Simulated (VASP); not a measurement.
The system is AlN.

```
Al N
1.0
     2.83285    0.00000    0.00000
    -1.41643    2.45332    0.00000
     0.00000    0.00000    4.84101
Al N
2 2
Cartesian
  0.0000 0.0000 0.0000
  0.0000 0.0000 2.4205
  0.0000 1.6355 1.2103
  1.4164 0.8178 3.6308
```

Base run:

- Program: VASP 6.6.1
- Functional: r2SCAN
- Potentials or basis: VASP PAW PBE potentials, release 64 (Al, N)
- Cutoff: 520 eV
- k mesh: 12 × 12 × 6
- Occupations: gaussian, width 0.01 eV
- Spin: no spin polarisation

Its results: band gap on the k mesh 5.69 eV, indirect (least direct gap 5.96 eV); pressure -0.8 GPa.

Task: The run is repeated on the same cell with these changes: functional from r2SCAN to PBE; k mesh from 12 × 12 × 6 to 6 × 6 × 4. What comes out?

Result: Band gap on the k mesh 5.00 eV, indirect (least direct gap 5.18 eV); pressure 6.0 GPa.

Several settings changed at once, so the effect can't be laid on one alone.

Caveats: some runs use coarse meshes; the PAW data sets were made with another functional, which shifts forces and pressure a little (some runs).

A k mesh can miss the band edges.
